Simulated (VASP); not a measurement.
# AgI (P6_3mc) in VASP: a series of runs

Runs on AgI. Level: PBE. Tasks: single point.

Program: VASP 6.6.1. These are calculated values, not measurements. Logs are shortened: lines on timing, memory, paths and dates and some standing lists are left out, and cuts for length are marked.

### 1 The cell of the first run

The structure is hexagonal, space group P6_3mc (No. 186). Conventional cell: a = 4.622 Å, b = 4.622 Å, c = 7.560 Å, α = 90.00°, β = 90.00°, γ = 120.00°. Within 3.7 Å of Ag (site symmetry 3m) lie 4 I at 2.83 Å. I (site symmetry 3m) has 4 Ag at 2.83 Å within 3.7 Å.

### 2 Single point, PBE (34.96 Å³/atom)

Contents of INCAR:

```
SYSTEM = AgI
PREC = Accurate
ENCUT = 500
EDIFF = 1E-6
ISMEAR = 0
SIGMA = 0.05
LREAL = .FALSE.
LASPH = .TRUE.
NELM = 120
ALGO = Normal
ISIF = 2
LWAVE = .FALSE.
LCHARG = .FALSE.
GGA = PE
NBANDS = 26
GGA_COMPAT = .FALSE.
```

Contents of KPOINTS:

```
Automatic mesh
0
G
  8 8 6
  0 0 0
```

Contents of POSCAR:

```
AgI
1.0
    4.6216221991      0.0000000000      0.0000000000
   -2.3108110995      4.0024422311      0.0000000000
    0.0000000000      0.0000000000      7.5597829537
Ag I
2 2
Direct
    0.3333333333      0.6666666667      0.0000948701
    0.6666666667      0.3333333333      0.5000948701
    0.3333333333      0.6666666667      0.3749051299
    0.6666666667      0.3333333333      0.8749051299
```

Potentials or basis: VASP PAW PBE potentials, release 64 (Ag, I).

Run with:

```bash
$ cat potpaw_PBE.64/Ag/POTCAR potpaw_PBE.64/I/POTCAR > POTCAR
$ mpirun -np 1 vasp_std > vasp.out
```

OUTCAR:

```text
SYSTEM = AgI
   PREC = Accurate
   ENCUT = 500
   EDIFF = 1E-6
   ISMEAR = 0
   LREAL = .FALSE.
   LASPH = .TRUE.
   NELM = 120
   ISIF = 2
   GGA = PE

 ion  position               nearest neighbor table
   1  0.333  0.667  0.000-   4 2.83   4 2.83   4 2.83   3 2.83
   2  0.667  0.333  0.500-   3 2.83   3 2.83   3 2.83   4 2.83
   3  0.333  0.667  0.375-   2 2.83   2 2.83   2 2.83   1 2.83
   4  0.667  0.333  0.875-   1 2.83   1 2.83   1 2.83   2 2.83

  LATTYP: Found a hexagonal cell.
 ALAT       =     4.6216221991
 C/A-ratio  =     1.6357423061

  Lattice vectors:

 A1 = (   4.6216221991,   0.0000000000,   0.0000000000)
 A2 = (  -2.3108110995,   4.0024422311,   0.0000000000)
 A3 = (   0.0000000000,   0.0000000000,   7.5597829537)

Analysis of symmetry for initial positions (statically):
=====================================================================
 Subroutine PRICEL returns:
 Original cell was already a primitive cell.

 Routine SETGRP: Setting up the symmetry group for a
 hexagonal supercell.

 Subroutine GETGRP returns: Found 12 space group operations
 (whereof  6 operations were pure point group operations)
 out of a pool of 24 trial point group operations.

The static configuration has the point symmetry C_3v.
 The point group associated with its full space group is C_6v.

Analysis of symmetry for dynamics (positions and initial velocities):
=====================================================================
 Subroutine PRICEL returns:
 Original cell was already a primitive cell.

 Routine SETGRP: Setting up the symmetry group for a
 hexagonal supercell.

 Subroutine GETGRP returns: Found 12 space group operations
 (whereof  6 operations were pure point group operations)
 out of a pool of 24 trial point group operations.

The dynamic configuration has the point symmetry C_3v.
 The point group associated with its full space group is C_6v.

 Subroutine INISYM returns: Found 12 space group operations
 (whereof  6 operations are pure point group operations),
 and found     1 'primitive' translations

----------------------------------------------------------------------------------------

                                     Primitive cell

  volume of cell :     139.8392

  direct lattice vectors                    reciprocal lattice vectors
[... 83 lines left out ...]
   ISTART =      0    job   : 0-new  1-cont  2-samecut
   ICHARG =      2    charge: 1-file 2-atom 10-const
   ISPIN  =      1    spin polarized calculation?
   LNONCOLLINEAR =      F non collinear calculations
   LSORBIT =      F    spin-orbit coupling
   LASPH  =      T    aspherical Exc in radial PAW
   ENCUT  =  500.0 eV  36.75 Ry    6.06 a.u.   8.43  8.43 13.78*2*pi/ulx,y,z
   NELM   =    120;   NELMIN=  2; NELMDL= -5     # of ELM steps
   EDIFF  = 0.1E-05   stopping-criterion for ELM
   LREAL  =      F    real-space projection
   EDIFFG = 0.1E-04   stopping-criterion for IOM
   NSW    =      0    number of steps for IOM
   IBRION =     -1    ionic relax: 0-MD 1-quasi-New 2-CG
   NFREE  =      0    steps in history (QN), initial steepest desc. (CG)
   ISIF   =      2    stress and relaxation
   ISYM   =      2    0-nonsym 1-usesym 2-fastsym
   POTIM  = 0.5000    time-step for ionic-motion
   TEBEG  =    0.0;   TEEND  =   0.0 temperature during run
   PSTRESS=    0.0 pullay stress
   NELECT =      36.0000    total number of electrons
   NUPDOWN=      -1.0000    fix difference up-down
   EMIN   =  10.00;   EMAX   =-10.00  energy-range for DOS
   EFERMI =   0.00;   METHOD = LEGACY
   ISMEAR =     0;   SIGMA  =   0.05  broadening in eV -4-tet -1-fermi 0-gaus
   EFERMI_NEDOS =   21; number of points for ismear=-14 and -15
   IALGO  =     38    algorithm
   IMIX   =      4    mixing-type and parameters
     AMIX     =   0.40;   BMIX     =  1.00
     AMIX_MAG =   1.60;   BMIX_MAG =  1.00
  volume/ion in A,a.u.               =      34.96       235.92
  Fermi-wavevector in a.u.,A,eV,Ry     =   1.041436  1.968029 14.756737  1.084590
  Thomas-Fermi vector in A             =   2.176057
   LORBIT       =      0    0 simple, 1 ext, 2 COOP (PROOUT), +10 PAW based schemes
   GGA     = PE    functional components
   LHFCALC =     F    Hartree Fock is set to
   AEXX    =    0.0000 exact exchange contribution
   IVDW    =     0    specifies the selected vdW correction
   LEPSILON=     F    determine dielectric tensor
   LRPA    =     F    only Hartree local field effects (RPA)
 non-spin polarized calculation
 Gauss-broadening in eV      SIGMA  =   0.05
  energy-cutoff  :      500.00
  volume of cell :      139.84
 maximum number of plane-waves:      3592
 NGX is ok and might be reduce to    36
   NGX = 17   NGY = 17   NGZ = 27

 number of electron      36.0000006 magnetization

 Free energy of the ion-electron system (eV)
  ---------------------------------------------------
  ext. energy  EPLUGINS =         0.00000000
  ---------------------------------------------------
  free energy    TOTEN  =        -9.56210143 eV

  energy without entropy =       -9.56210143  energy(sigma->0) =       -9.56210143

 E-fermi :   3.1550     XC(G=0):  -8.3310

 val. band max:        2.9044922102   @ k =   0.0000   0.0000   0.0000
 cond. band min:       4.2738074116   @ k =   0.0000   0.0000   0.0000
 fundamental gap:      1.3693152014
 Fermi energy:         3.1550150801

 k-point     1 :       0.0000    0.0000    0.0000
  band No.  band energies     occupation
      1      -9.7897      2.00000
      2      -9.5140      2.00000
      3      -1.1759      2.00000
      4      -1.1729      2.00000
      5      -1.1729      2.00000
      6      -1.1004      2.00000
[... 685 lines left out ...]
     25      10.1614      0.00000
     26      10.8806      0.00000

 [... further k-points ...]
[... 5 lines left out ...]
  --------------------------------------------------------------------------------------
  -------------------------------------------------------------------------------------
  Total        0.9752292      0.9752292      0.9842853      0.0000000      0.0000000      0.0000000
  in kB       11.1734800     11.1734800     11.2772378      0.0000000      0.0000000      0.0000000
  external PRESSURE =      11.2080659 kB  Pullay stress =       0.0000000 kB

 VOLUME and BASIS-vectors are now :
 -----------------------------------------------------------------------------
  energy-cutoff  :      500.00
  volume of cell :      139.84
      direct lattice vectors                 reciprocal lattice vectors
     4.621622199  0.000000000  0.000000000     0.216374242  0.124923727  0.000000000
    -2.310811099  4.002442231  0.000000000     0.000000000  0.249847454  0.000000000
     0.000000000  0.000000000  7.559782954     0.000000000  0.000000000  0.132278930

 POSITION                                       TOTAL-FORCE (eV/Angst)
 -----------------------------------------------------------------------------------
     -0.00000      2.66829      0.00072         0.000000     -0.000000      0.002385
      2.31081      1.33415      3.78061        -0.000000      0.000000      0.002385
     -0.00000      2.66829      2.83420        -0.000000     -0.000000     -0.002385
      2.31081      1.33415      6.61409        -0.000000      0.000000     -0.002385
 -----------------------------------------------------------------------------------
    total drift:                               -0.000000      0.000000     -0.001582

  FREE ENERGIE OF THE ION-ELECTRON SYSTEM (eV)
  ---------------------------------------------------
  free  energy   TOTEN  =        -9.5621014318 eV

  energy  without entropy=       -9.5621014318  energy(sigma->0) =       -9.56210143
```

stdout:

```text
POSCAR found type information on POSCAR AgI
 POSCAR found :  2 types and       4 ions
 scaLAPACK will be used
 LDA part: xc-table for (Slater+PW92), standard interpolation
 POSCAR, INCAR and KPOINTS ok, starting setup
 FFT: planning ... GRIDC
 FFT: planning ... GRID_SOFT
 FFT: planning ... GRID
 WAVECAR not read
 entering main loop
```

It took 63 s on 1 thread of Intel Xeon 6975P-C (Granite Rapids), shared host; peak memory 0.31 GiB.

Results:

```
Free energy            : -9.5621 eV
Pressure               : 1.1 GPa
Band gap on the k mesh : 1.37 eV
```

Forces on the atoms (eV/Å):
```
Ag   0.000  0.000  0.002
Ag   0.000  0.000  0.002
I    0.000  0.000 -0.002
I    0.000  0.000 -0.002
```

Caveat: spin-orbit coupling is left out, which moves the levels of the heavy elements.

### 3 Single point, PBE (35.69 Å³/atom)

This run uses another cell than the first one, of 35.69 Å³/atom.

INCAR is that of step 2.

Contents of KPOINTS:

```
regular mesh
0
G
  8 8 6
  0 0 0
```

Contents of POSCAR:

```
AgI
1.0
    4.6534964629      0.0000000000      0.0000000000
   -2.3267482314      4.0300461533      0.0000000000
    0.0000000000      0.0000000000      7.6119210355
Ag I
2 2
Direct
    0.3333333333      0.6666666667      0.0000948701
    0.6666666667      0.3333333333      0.5000948701
    0.3333333333      0.6666666667      0.3749051299
    0.6666666667      0.3333333333      0.8749051299
```

Potentials or basis: VASP PAW PBE potentials, release 64 (Ag, I).

Run with:

```bash
$ cat potpaw_PBE.64/Ag/POTCAR potpaw_PBE.64/I/POTCAR > POTCAR
$ mpirun -np 1 vasp_std > vasp.out
```

OUTCAR:

```text
SYSTEM = AgI
   PREC = Accurate
   ENCUT = 500
   EDIFF = 1E-6
   ISMEAR = 0
   LREAL = .FALSE.
   LASPH = .TRUE.
   NELM = 120
   ISIF = 2
   GGA = PE

 ion  position               nearest neighbor table
   1  0.333  0.667  0.000-   4 2.85   4 2.85   4 2.85   3 2.85
   2  0.667  0.333  0.500-   3 2.85   3 2.85   3 2.85   4 2.85
   3  0.333  0.667  0.375-   2 2.85   2 2.85   2 2.85   1 2.85
   4  0.667  0.333  0.875-   1 2.85   1 2.85   1 2.85   2 2.85

  LATTYP: Found a hexagonal cell.
 ALAT       =     4.6534964629
 C/A-ratio  =     1.6357423061

  Lattice vectors:

 A1 = (   4.6534964629,   0.0000000000,   0.0000000000)
 A2 = (  -2.3267482314,   4.0300461533,   0.0000000000)
 A3 = (   0.0000000000,   0.0000000000,   7.6119210355)

Analysis of symmetry for initial positions (statically):
=====================================================================
 Subroutine PRICEL returns:
 Original cell was already a primitive cell.

 Routine SETGRP: Setting up the symmetry group for a
 hexagonal supercell.

[... 167 lines left out ...]
  ext. energy  EPLUGINS =         0.00000000
  ---------------------------------------------------
  free energy    TOTEN  =        -9.57697754 eV

  energy without entropy =       -9.57697754  energy(sigma->0) =       -9.57697754

 E-fermi :   2.9429     XC(G=0):  -8.2367

 val. band max:        2.6810798312   @ k =   0.0000   0.0000   0.0000
 cond. band min:       4.0498025045   @ k =   0.0000   0.0000   0.0000
 fundamental gap:      1.3687226733
 Fermi energy:         2.9429313349

 k-point     1 :       0.0000    0.0000    0.0000
  band No.  band energies     occupation
      1      -9.9029      2.00000
      2      -9.6431      2.00000
      3      -1.2807      2.00000
      4      -1.2779      2.00000
      5      -1.2779      2.00000
      6      -1.1931      2.00000
[... 685 lines left out ...]
     25       9.9041      0.00000
     26      10.6403      0.00000

 [... further k-points ...]
[... 5 lines left out ...]
  --------------------------------------------------------------------------------------
  -------------------------------------------------------------------------------------
  Total        0.4392771      0.4392771      0.4432088      0.0000000      0.0000000      0.0000000
  in kB        4.9302110      4.9302110      4.9743373      0.0000000      0.0000000      0.0000000
  external PRESSURE =       4.9449198 kB  Pullay stress =       0.0000000 kB

 VOLUME and BASIS-vectors are now :
 -----------------------------------------------------------------------------
  energy-cutoff  :      500.00
  volume of cell :      142.75
      direct lattice vectors                 reciprocal lattice vectors
     4.653496463  0.000000000  0.000000000     0.214892180  0.124068058  0.000000000
    -2.326748231  4.030046153  0.000000000     0.000000000  0.248136116  0.000000000
     0.000000000  0.000000000  7.611921035     0.000000000  0.000000000  0.131372881

 POSITION                                       TOTAL-FORCE (eV/Angst)
 -----------------------------------------------------------------------------------
     -0.00000      2.68670      0.00072         0.000000      0.000000      0.000512
      2.32675      1.34335      3.80668        -0.000000     -0.000000      0.000512
     -0.00000      2.68670      2.85375         0.000000      0.000000     -0.000512
      2.32675      1.34335      6.65971        -0.000000      0.000000     -0.000512
 -----------------------------------------------------------------------------------
    total drift:                               -0.000000      0.000000      0.000546

  FREE ENERGIE OF THE ION-ELECTRON SYSTEM (eV)
  ---------------------------------------------------
  free  energy   TOTEN  =        -9.5769775407 eV

  energy  without entropy=       -9.5769775407  energy(sigma->0) =       -9.57697754
```

stdout:

```text
POSCAR found type information on POSCAR AgI
 POSCAR found :  2 types and       4 ions
 scaLAPACK will be used
 LDA part: xc-table for (Slater+PW92), standard interpolation
 POSCAR, INCAR and KPOINTS ok, starting setup
 FFT: planning ... GRIDC
 FFT: planning ... GRID_SOFT
 FFT: planning ... GRID
 WAVECAR not read
 entering main loop
```

It took 64 s on 1 thread of Intel Xeon 6975P-C (Granite Rapids), shared host; peak memory 0.32 GiB.

Results:

```
Free energy            : -9.5770 eV
Pressure               : 0.5 GPa
Band gap on the k mesh : 1.37 eV
```

Levels at points of the mesh, in eV from the valence-band top:
```csv
k point,band 14,band 15,band 16,band 17,band 18,band 19,band 20,band 21,band 22,band 23
"(0.00, 0.00, 0.00)",-0.66,-0.66,-0.06,0.00,0.00,1.37,2.66,5.82,5.82,5.96
"(0.50, 0.00, 0.00)",-2.47,-2.05,-1.65,-0.95,-0.66,3.32,3.63,4.87,5.83,6.29
"(0.00, 0.00, 0.50)",-1.60,-0.34,-0.34,-0.34,-0.34,2.65,2.65,5.64,5.64,6.11
"(0.50, 0.00, 0.50)",-2.65,-1.15,-1.15,-1.15,-1.15,3.29,3.29,4.92,4.92,7.30
```

Caveat: spin-orbit coupling is left out, which moves the levels of the heavy elements. A k mesh can miss the band edges.

### 4 Single point, PBE

This run uses another cell than the first one, of 36.42 Å³/atom.

Contents of INCAR:

```
  PREC = Accurate
  ENCUT = 500
  EDIFF = 1E-6
  ISMEAR = 0
  SIGMA = 0.05
  LREAL = F
  LASPH = T
  NELM = 120
  ALGO = Normal
  ISIF = 2
  LWAVE = F
  LCHARG = F
  GGA = PE
  NBANDS = 26
  GGA_COMPAT = F
```

Contents of KPOINTS:

```
Automatic mesh
0
Gamma
  8 8 6
```

Contents of POSCAR:

```
AgI
1.0
    4.6849399603      0.0000000000      0.0000000000
   -2.3424699801      4.0572770209      0.0000000000
    0.0000000000      0.0000000000      7.6633544946
Ag I
2 2
Direct
    0.3333333333      0.6666666667      0.0000948701
    0.6666666667      0.3333333333      0.5000948701
    0.3333333333      0.6666666667      0.3749051299
    0.6666666667      0.3333333333      0.8749051299
```

Run with:

```bash
$ cat potpaw_PBE.64/Ag/POTCAR potpaw_PBE.64/I/POTCAR > POTCAR
$ mpirun -np 1 vasp_std > vasp.out
```

It took 53 s on 1 thread of Intel Xeon 6975P-C (Granite Rapids), shared host; peak memory 0.31 GiB.

The run converged. Its results:

| Property | Result |
| --- | --- |
| Free energy | -9.5812 eV |
| Pressure | -0.1 GPa |
| Band gap on the k mesh | 1.37 eV |

Levels at points of the mesh, in eV from the valence-band top:
| k point | band 16 | band 17 | band 18 | band 19 | band 20 | band 21 |
| --- | --- | --- | --- | --- | --- | --- |
| (0.00, 0.00, 0.00) | -0.06 | 0.00 | 0.00 | 1.37 | 2.67 | 5.85 |
| (0.50, 0.00, 0.00) | -1.59 | -0.92 | -0.64 | 3.31 | 3.65 | 4.90 |
| (0.00, 0.00, 0.50) | -0.32 | -0.32 | -0.32 | 2.64 | 2.64 | 5.65 |
| (0.50, 0.00, 0.50) | -1.11 | -1.11 | -1.11 | 3.30 | 3.30 | 4.94 |

Caveat: spin-orbit coupling is left out, which moves the levels of the heavy elements. PBE gaps usually lie below the measured ones, often by a third to a half.

### 5 Single point, PBE (37.14 Å³/atom)

This run uses another cell than the first one, of 37.14 Å³/atom.

Contents of INCAR:

```
ALGO = Normal
EDIFF = 1E-6
ENCUT = 500
GGA = PE
GGA_COMPAT = F
ISIF = 2
ISMEAR = 0
LASPH = T
LCHARG = T
LELF = T
LREAL = F
LVHAR = T
LWAVE = F
NBANDS = 26
NELM = 120
PREC = Accurate
SIGMA = 0.05
```

Contents of KPOINTS:

```
k-points
0
Gamma
  8 8 6
```

Contents of POSCAR:

```
AgI
1.0
    4.7159669570      0.0000000000      0.0000000000
   -2.3579834785      4.0841471882      0.0000000000
    0.0000000000      0.0000000000      7.7141066657
Ag I
2 2
Direct
    0.3333333333      0.6666666667      0.0000948701
    0.6666666667      0.3333333333      0.5000948701
    0.3333333333      0.6666666667      0.3749051299
    0.6666666667      0.3333333333      0.8749051299
```

Run with:

```bash
$ cat potpaw_PBE.64/Ag/POTCAR potpaw_PBE.64/I/POTCAR > POTCAR
$ mpirun -np 1 vasp_std > vasp.out
```

It took 58 s on 1 thread of Intel Xeon 6975P-C (Granite Rapids), shared host; peak memory 0.32 GiB.

The run converged. Its results:

* Free energy: -9.5761 eV
* Pressure: -0.6 GPa
* Band gap on the k mesh: 1.37 eV

Levels at points of the mesh, in eV from the valence-band top:
```
           k point  band 15  band 16  band 17  band 18  band 19  band 20  band 21  band 22
(0.00, 0.00, 0.00)    -0.61    -0.06     0.00     0.00     1.37     2.68     5.88     5.88
(0.50, 0.00, 0.00)    -1.91    -1.53    -0.88    -0.61     3.30     3.66     4.93     5.76
(0.00, 0.00, 0.50)    -0.31    -0.31    -0.31    -0.31     2.63     2.63     5.65     5.65
(0.50, 0.00, 0.50)    -1.07    -1.07    -1.07    -1.07     3.31     3.31     4.96     4.96
```

Caveat: spin-orbit coupling is left out, which moves the levels of the heavy elements. Expect the measured gap to be larger: semilocal functionals such as PBE lack the derivative discontinuity.

### 6 Summary

```csv
cell,gap on the mesh (eV),pressure (GPa)
"a = 4.622, b = 4.622, c = 7.560 Å, angles 90.0, 90.0, 120.0°, 4 atoms",1.37,1.1
"a = 4.653, b = 4.653, c = 7.612 Å, angles 90.0, 90.0, 120.0°, 4 atoms",1.37,0.5
"a = 4.685, b = 4.685, c = 7.663 Å, angles 90.0, 90.0, 120.0°, 4 atoms",1.37,-0.1
"a = 4.716, b = 4.716, c = 7.714 Å, angles 90.0, 90.0, 120.0°, 4 atoms",1.37,-0.6
```

Alike in all rows: task single point; level PBE; potentials or basis VASP PAW PBE potentials, release 64 (Ag, I); no spin polarisation; k mesh 8 × 8 × 6; cutoff (eV) 500; smearing gaussian 0.05 eV.

Caveats: spin-orbit coupling is left out, which moves the levels of the heavy elements.

Absolute energies hang on the potentials; compare differences alone.
